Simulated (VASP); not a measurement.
# In (Fm-3m) in VASP: further runs

Runs on In. Level: LDA. Tasks: single point, relaxation of cell and atoms.

All numbers are computed with VASP 6.6.1; they aren't measurements. Logs are shortened: lines on timing, memory, paths and dates and some standing lists are left out, and cuts for length are marked.

## Step 1: The cell of the first run

The structure is cubic, space group Fm-3m (No. 225). Conventional cell: a = 4.792 Å, b = 4.792 Å, c = 4.792 Å, α = 90.00°, β = 90.00°, γ = 90.00°. Within 4.5 Å of In (site symmetry m-3m) lie 12 In at 3.39 Å.

## Step 2: Single point, LDA (volume scaled by 1.12)

INCAR

```
ALGO = Normal ; EDIFF = 1E-7
ENCUT = 520 ; ISIF = 2
ISMEAR = -1 ; LASPH = True
LCHARG = False ; LREAL = False
LWAVE = False ; NBANDS = 12
NELM = 60 ; PREC = Accurate
SIGMA = 0.1
```

KPOINTS

```
k-points
0
Gamma
  13 13 13
```

POSCAR

```
In
1.0
    0.0000000000      2.3961260781      2.3961260781
    2.3961260781      0.0000000000      2.3961260781
    2.3961260781      2.3961260781      0.0000000000
In
1
Direct
    0.0000000000      0.0000000000      0.0000000000
```

Potentials or basis: VASP PAW LDA potentials, release 64 (In_d).

Launch:

```sh
cat potpaw_LDA.64/In_d/POTCAR > POTCAR
mpirun -np 1 vasp_std > vasp.out
```

OUTCAR:

```text
EDIFF = 1E-7
   ENCUT = 520
   ISIF = 2
   ISMEAR = -1
   LASPH = True
   LREAL = False
   NELM = 60
   PREC = Accurate

 ion  position               nearest neighbor table
   1  0.000  0.000  0.000-

  LATTYP: Found a face centered cubic cell.
 ALAT       =     4.7922521562

  Lattice vectors:

 A1 = (   0.0000000000,   2.3961260781,   2.3961260781)
 A2 = (   2.3961260781,   0.0000000000,   2.3961260781)
 A3 = (   2.3961260781,   2.3961260781,   0.0000000000)

Analysis of symmetry for initial positions (statically):
=====================================================================
 Subroutine PRICEL returns:
 Original cell was already a primitive cell.

 Routine SETGRP: Setting up the symmetry group for a
 face centered cubic supercell.

 Subroutine GETGRP returns: Found 48 space group operations
 (whereof 48 operations were pure point group operations)
 out of a pool of 48 trial point group operations.

The static configuration has the point symmetry O_h .

Analysis of symmetry for dynamics (positions and initial velocities):
=====================================================================
 Subroutine PRICEL returns:
 Original cell was already a primitive cell.

 Routine SETGRP: Setting up the symmetry group for a
 face centered cubic supercell.

 Subroutine GETGRP returns: Found 48 space group operations
 (whereof 48 operations were pure point group operations)
 out of a pool of 48 trial point group operations.

The dynamic configuration has the point symmetry O_h .

 Subroutine INISYM returns: Found 48 space group operations
 (whereof 48 operations are pure point group operations),
 and found     1 'primitive' translations

----------------------------------------------------------------------------------------

                                     Primitive cell

  volume of cell :      27.5143

  direct lattice vectors                    reciprocal lattice vectors
     0.000000000  2.396126078  2.396126078    -0.208670155  0.208670155  0.208670155
     2.396126078  0.000000000  2.396126078     0.208670155 -0.208670155  0.208670155
     2.396126078  2.396126078  0.000000000     0.208670155  0.208670155 -0.208670155

  length of vectors
     3.388633997  3.388633997  3.388633997     0.361427310  0.361427310  0.361427310

  position of ions in fractional coordinates (direct lattice)
     0.000000000  0.000000000  0.000000000

  ion indices of the primitive-cell ions
   primitive index   ion index
                 1           1

----------------------------------------------------------------------------------------

 KPOINTS: k-points

Automatic generation of k-mesh.
 Grid dimensions read from file:
 generate k-points for:   13   13   13

 Generating k-lattice:

  Cartesian coordinates                     Fractional coordinates (reciprocal lattice)
    -0.016051550  0.016051550  0.016051550     0.076923077  0.000000000  0.000000000
     0.016051550 -0.016051550  0.016051550     0.000000000  0.076923077  0.000000000
     0.016051550  0.016051550 -0.016051550     0.000000000  0.000000000  0.076923077

  Length of vectors
     0.027802101  0.027802101  0.027802101

  Shift w.r.t. Gamma in fractional coordinates (k-lattice)
     0.000000000  0.000000000  0.000000000

 Subroutine IBZKPT returns following result:
 ===========================================

 Found     84 irreducible k-points:

 Following reciprocal coordinates:
            Coordinates               Weight
  0.000000  0.000000  0.000000      1.000000
  0.076923  0.000000  0.000000      8.000000
  0.153846  0.000000  0.000000      8.000000
  0.230769  0.000000  0.000000      8.000000
  0.307692  0.000000  0.000000      8.000000
  0.384615  0.000000  0.000000      8.000000
[... 16 lines left out ...]
  0.384615  0.153846  0.000000     24.000000
  0.461538  0.153846  0.000000     24.000000
 [... further k-points ...]
   k-points           NKPTS =     84   k-points in BZ     NKDIM =     84   number of bands    NBANDS=     12
   number of dos      NEDOS =    301   number of ions     NIONS =      1
   total plane-waves  NPLWV =  21952
   dimension x,y,z NGX =    28 NGY =   28 NGZ =   28
   dimension x,y,z NGXF=    56 NGYF=   56 NGZF=   56
   ions per type =               1
   NGX,Y,Z   is equivalent  to a cutoff of  13.74, 13.74, 13.74 a.u.
   NGXF,Y,Z  is equivalent  to a cutoff of  27.47, 27.47, 27.47 a.u.
 SYSTEM =  unknown system
   PREC   = accura    normal or accurate (medium, high low for compatibility)
   ISTART =      0    job   : 0-new  1-cont  2-samecut
   ICHARG =      2    charge: 1-file 2-atom 10-const
   ISPIN  =      1    spin polarized calculation?
   LNONCOLLINEAR =      F non collinear calculations
   LSORBIT =      F    spin-orbit coupling
   LASPH  =      T    aspherical Exc in radial PAW
   ENCUT  =  520.0 eV  38.22 Ry    6.18 a.u.   6.30  6.30  6.30*2*pi/ulx,y,z
   NELM   =     60;   NELMIN=  2; NELMDL= -5     # of ELM steps
   EDIFF  = 0.1E-06   stopping-criterion for ELM
   LREAL  =      F    real-space projection
   EDIFFG = 0.1E-05   stopping-criterion for IOM
   NSW    =      0    number of steps for IOM
   IBRION =     -1    ionic relax: 0-MD 1-quasi-New 2-CG
   NFREE  =      0    steps in history (QN), initial steepest desc. (CG)
   ISIF   =      2    stress and relaxation
   ISYM   =      2    0-nonsym 1-usesym 2-fastsym
   POTIM  = 0.5000    time-step for ionic-motion
   TEBEG  =    0.0;   TEEND  =   0.0 temperature during run
   PSTRESS=    0.0 pullay stress
   NELECT =      13.0000    total number of electrons
   NUPDOWN=      -1.0000    fix difference up-down
   EMIN   =  10.00;   EMAX   =-10.00  energy-range for DOS
   EFERMI =   0.00;   METHOD = LEGACY
   ISMEAR =    -1;   SIGMA  =   0.10  broadening in eV -4-tet -1-fermi 0-gaus
   EFERMI_NEDOS =   21; number of points for ismear=-14 and -15
   IALGO  =     38    algorithm
   IMIX   =      4    mixing-type and parameters
     AMIX     =   0.40;   BMIX     =  1.00
     AMIX_MAG =   1.60;   BMIX_MAG =  1.00
  volume/ion in A,a.u.               =      27.51       185.68
  Fermi-wavevector in a.u.,A,eV,Ry     =   1.275077  2.409545 22.120629  1.625820
  Thomas-Fermi vector in A             =   2.407809
   LORBIT       =      0    0 simple, 1 ext, 2 COOP (PROOUT), +10 PAW based schemes
   GGA     = CA    functional components
   LHFCALC =     F    Hartree Fock is set to
   AEXX    =    0.0000 exact exchange contribution
   IVDW    =     0    specifies the selected vdW correction
   LEPSILON=     F    determine dielectric tensor
   LRPA    =     F    only Hartree local field effects (RPA)
 non-spin polarized calculation
  energy-cutoff  :      520.00
  volume of cell :       27.51
 maximum number of plane-waves:       751
 NGX is ok and might be reduce to    28
   NGX = 13   NGY = 13   NGZ = 13

 number of electron      12.9999997 magnetization

 Free energy of the ion-electron system (eV)
  ---------------------------------------------------
  ext. energy  EPLUGINS =         0.00000000
  ---------------------------------------------------
  free energy    TOTEN  =        -3.18264491 eV

  energy without entropy =       -3.16721794  energy(sigma->0) =       -3.17493142

 E-fermi :   6.6703     XC(G=0): -10.2894

 val. band max:        6.5615294586   @ k =   0.3846   0.0769   0.0000
 cond. band min:       6.6706332080   @ k =   0.4615   0.2308   0.0000
 fundamental gap:      0.1091037494
 Fermi energy:         6.6703045185

 k-point     1 :       0.0000    0.0000    0.0000
  band No.  band energies     occupation
      1      -7.8416      2.00000
      2      -7.8416      2.00000
      3      -7.8416      2.00000
      4      -7.6893      2.00000
      5      -7.6893      2.00000
      6      -2.5664      2.00000
      7      16.6560      0.00000
      8      16.6560      0.00000
      9      16.6560      0.00000
     10      18.1793      0.00000
     11      20.2893      0.00000
     12      20.2893      0.00000

 k-point     2 :       0.0769    0.0000    0.0000
  band No.  band energies     occupation
      1      -7.8428      2.00000
      2      -7.8326      2.00000
      3      -7.8326      2.00000
      4      -7.6902      2.00000
      5      -7.6902      2.00000
      6      -2.4422      2.00000
      7      15.2221      0.00000
      8      16.4463      0.00000
      9      16.4463      0.00000
     10      17.9180      0.00000
     11      20.6543      0.00000
     12      20.6543      0.00000

 k-point     3 :       0.1538    0.0000    0.0000
  band No.  band energies     occupation
      1      -7.8475      2.00000
      2      -7.8132      2.00000
      3      -7.8132      2.00000
      4      -7.6870      2.00000
      5      -7.6870      2.00000
      6      -2.0667      2.00000
      7      12.7329      0.00000
      8      15.9890      0.00000
      9      15.9890      0.00000
     10      17.7886      0.00000
     11      21.4435      0.00000
     12      21.4543      0.00000
[... 286 lines left out ...]
 k-point    23 :       0.3846    0.1538    0.0000
  band No.  band energies     occupation
      1      -7.8950      2.00000
      2      -7.8056      2.00000
      3      -7.7537      2.00000
      4      -7.6672      2.00000
      5      -7.5683      2.00000
      6       0.2551      2.00000
      7       7.5581      0.00028
      8      12.9634      0.00000
      9      12.9963      0.00000
     10      15.7586      0.00000
     11      20.1454      0.00000
     12      22.0950      0.00000

 k-point    24 :       0.4615    0.1538    0.0000
  band No.  band energies     occupation
      1      -7.8896      2.00000
      2      -7.8149      2.00000
      3      -7.7665      2.00000
      4      -7.6369      2.00000
      5      -7.5478      2.00000
      6       1.4588      2.00000
      7       5.5615      1.99997
      8      12.1841      0.00000
      9      13.0599      0.00000
     10      15.7063      0.00000
     11      21.3234      0.00000
     12      21.3470      0.00000

 [... further k-points ...]

------------------------ aborting loop because EDIFF is reached ----------------------------------------

  FORCE on cell =-STRESS in cart. coord.  units (eV):
  Direction    XX          YY          ZZ          XY          YZ          ZX
  --------------------------------------------------------------------------------------
  -------------------------------------------------------------------------------------
  Total       -0.7142105     -0.7142105     -0.7142105      0.0000000     -0.0000000      0.0000000
  in kB      -41.5889388    -41.5889388    -41.5889388      0.0000000     -0.0000000      0.0000000
  external PRESSURE =     -41.5889388 kB  Pullay stress =       0.0000000 kB

 VOLUME and BASIS-vectors are now :
 -----------------------------------------------------------------------------
  energy-cutoff  :      520.00
  volume of cell :       27.51
      direct lattice vectors                 reciprocal lattice vectors
     0.000000000  2.396126078  2.396126078    -0.208670155  0.208670155  0.208670155
     2.396126078  0.000000000  2.396126078     0.208670155 -0.208670155  0.208670155
     2.396126078  2.396126078  0.000000000     0.208670155  0.208670155 -0.208670155

 POSITION                                       TOTAL-FORCE (eV/Angst)
 -----------------------------------------------------------------------------------
      0.00000      0.00000      0.00000         0.000000      0.000000     -0.000000
 -----------------------------------------------------------------------------------
    total drift:                               -0.000000     -0.000000     -0.000000

  FREE ENERGIE OF THE ION-ELECTRON SYSTEM (eV)
  ---------------------------------------------------
  free  energy   TOTEN  =        -3.1826449079 eV

  energy  without entropy=       -3.1672179415  energy(sigma->0) =       -3.17493142
```

Wall time 20 s (1 thread of Intel Xeon Platinum 8259CL at 2.50GHz (Skylake/Cascade Lake), shared host); peak memory 0.15 GiB.

Results:

```yaml
Free_energy: -3.1826 eV
Pressure: -4.2 GPa
```

Caveat: the cell differs from its parent crystal (volume scaled by 1.12); spin-orbit coupling is left out, which moves the levels of the heavy elements.

## Step 3: Single point, LDA

This run uses another cell than the first one, of 24.57 Å³/atom, 0.893 times its volume.

INCAR

```
SYSTEM = In
PREC = Accurate
ENCUT = 520
EDIFF = 1E-6
ISMEAR = -1
SIGMA = 0.1
LREAL = .False.
LASPH = .True.
NELM = 60
ALGO = Normal
ISIF = 2
LWAVE = .False.
LCHARG = .True.
LELF = .True.
LVHAR = .True.
NBANDS = 12
```

KPOINTS

```
Automatic mesh
0
Gamma
  19 19 19
  0 0 0
```

POSCAR

```
In
1.0
    0.0000000000      2.3072978333      2.3072978333
    2.3072978333      0.0000000000      2.3072978333
    2.3072978333      2.3072978333      0.0000000000
In
1
Direct
    0.0000000000      0.0000000000      0.0000000000
```

Potentials or basis: VASP PAW LDA potentials, release 64 (In_d).

Launch:

```sh
cat potpaw_LDA.64/In_d/POTCAR > POTCAR
mpirun -np 1 vasp_std > vasp.out
```

Wall time 22 s (1 thread of Intel Xeon Platinum 8259CL at 2.50GHz (Skylake/Cascade Lake), shared host); peak memory 0.18 GiB.

The run converged. Its results:

| Item | Value |
| --- | --- |
| Free energy | -3.2240 eV |
| Pressure | 0.1 GPa |

Levels at points of the mesh, in eV from the Fermi level:
| k point | band 3 | band 4 | band 5 | band 6 | band 7 | band 8 | band 9 | band 10 |
| --- | --- | --- | --- | --- | --- | --- | --- | --- |
| (0.00, 0.00, 0.00) | -14.65 | -14.44 | -14.44 | -10.03 | 11.01 | 11.01 | 11.01 | 11.73 |

Caveat: spin-orbit coupling is left out, which moves the levels of the heavy elements.

## Step 4: Relaxation of cell and atoms, LDA

This run uses another cell than the first one, of 26.14 Å³/atom, 0.950 times its volume.

INCAR

```
SYSTEM = In
PREC = Accurate
ENCUT = 600
EDIFF = 1E-6
ISMEAR = -1
SIGMA = 0.1
LREAL = .FALSE.
LASPH = .TRUE.
NELM = 60
ALGO = Normal
ISIF = 3
LWAVE = .FALSE.
LCHARG = .FALSE.
IBRION = 2
NSW = 80
EDIFFG = -0.01
```

KPOINTS

```
Automatic mesh
0
G
  12 12 12
  0 0 0
```

POSCAR

```
In
1.0
    0.0000000000      2.3556547913      2.3556547913
    2.3556547913      0.0000000000      2.3556547913
    2.3556547913      2.3556547913      0.0000000000
In
1
Direct
    0.0000000000      0.0000000000      0.0000000000
```

Launch:

```sh
cat potpaw_LDA.64/In_d/POTCAR > POTCAR
mpirun -np 1 vasp_std > vasp.out
```

Run time: 32 s. Hardware: 1 thread of Intel Xeon Platinum 8259CL at 2.50GHz (Skylake/Cascade Lake), shared host; peak memory 0.16 GiB.

The run converged. Its results:

* Free energy: -3.2238 eV
* Relaxed volume: 24.65 Å³/atom
* Relaxed cell: a = 3.267 Å, b = 3.267 Å, c = 3.267 Å, α = 60.00°, β = 60.00°, γ = 60.00°
* Space group after relaxing (to 0.05 Å): Fm-3m (No. 225)
* Energy gained by relaxing: 12.8 meV/atom
* Ionic steps: 3
* Pressure after relaxing: 0.0 GPa

Step by step:
```csv
step,energy change (eV),largest force (eV/Å),pressure (GPa),volume (Å³)
1,0.0000,0.0000,-2.56,26.14
2,-0.0128,0.0000,0.12,24.59
3,-0.0128,0.0000,-0.03,24.65
```

Final structure:
```
CELL_PARAMETERS angstrom
0.00000 2.30988 2.30988
2.30988 0.00000 2.30988
2.30988 2.30988 0.00000
ATOMIC_POSITIONS crystal
In 0.00000 0.00000 0.00000
```

Levels at points of the mesh, in eV from the Fermi level:
| k point | band 3 | band 4 | band 5 | band 6 | band 7 | band 8 | band 9 | band 10 |
| --- | --- | --- | --- | --- | --- | --- | --- | --- |
| (0.00, 0.00, 0.00) | -14.59 | -14.39 | -14.39 | -9.96 | 11.03 | 11.03 | 11.03 | 11.77 |
| (0.50, 0.00, 0.00) | -14.58 | -14.20 | -14.20 | -4.37 | -3.59 | 8.76 | 8.76 | 11.09 |
| (0.50, 0.50, 0.00) | -14.21 | -14.16 | -14.16 | -2.37 | -2.01 | 4.15 | 4.15 | 7.82 |

Caveat: spin-orbit coupling is left out, which moves the levels of the heavy elements.

## Step 5: Single point, LDA, non-collinear spin, zero start, spin-orbit coupling

This run uses another cell than the first one, of 24.57 Å³/atom, 0.893 times its volume.

INCAR

```
SYSTEM = In
  ALGO = Normal
  EDIFF = 1E-6
  ENCUT = 520
  GGA = CA
  GGA_COMPAT = .False.
  ISIF = 2
  ISMEAR = -1
  LASPH = .True.
  LCHARG = .True.
  LNONCOLLINEAR = .True.
  LORBIT = 11
  LORBMOM = .True.
  LREAL = .False.
  LSORBIT = .True.
  LVHAR = .True.
  LWAVE = .False.
  MAGMOM = 0 0 0
  NBANDS = 24
  NELM = 150
  PREC = Accurate
  SIGMA = 0.1
```

KPOINTS

```
k-points
0
Gamma
  12 12 12
  0 0 0
```

POSCAR

```
In
1.0
    0.0000000000      2.3072978333      2.3072978333
    2.3072978333      0.0000000000      2.3072978333
    2.3072978333      2.3072978333      0.0000000000
In
1
Direct
    0.0000000000      0.0000000000      0.0000000000
```

Launch:

```sh
cat potpaw_LDA.64/In_d/POTCAR > POTCAR
mpirun -np 1 vasp_ncl > vasp.out
```

Wall time 41 s (1 thread of Intel Xeon Platinum 8259CL at 2.50GHz (Skylake/Cascade Lake), shared host); peak memory 0.21 GiB.

It converged, with:

- Free energy: -3.2610 eV
- Pressure: 0.0 GPa
- Net moment: 0.00 μB per cell
- Valence electrons inside the program's atomic spheres: In 11.40

Moments on the atoms (μB; x, y, z):
```
In  0.00 0.00 0.00
```

## Step 6: The runs side by side

| task | spin | cell | k mesh | cutoff (eV) | gap on the mesh (eV) | pressure (GPa) |
| --- | --- | --- | --- | --- | --- | --- |
| single point | off | a = 3.389 Å, angles 60.0°, 1 atom | 13 × 13 × 13 | 520 | none | -4.2 |
| single point | off | a = 3.263 Å, angles 60.0°, 1 atom | 19 × 19 × 19 | 520 | none | 0.1 |
| relaxation of cell and atoms | off | relaxed from a = 3.331 Å, angles 60.0°, 1 atom | 12 × 12 × 12 | 600 | none | 0.0 |
| single point | non-collinear, zero start, SOC | a = 3.263 Å, angles 60.0°, 1 atom | 12 × 12 × 12 | 520 | - | 0.0 |

Alike in all rows: level LDA; potentials or basis VASP PAW LDA potentials, release 64 (In_d); smearing fermi-dirac 0.1 eV.

Caveats: spin-orbit coupling is left out, which moves the levels of the heavy elements (some runs).

Absolute energies hang on the potentials; compare differences alone.
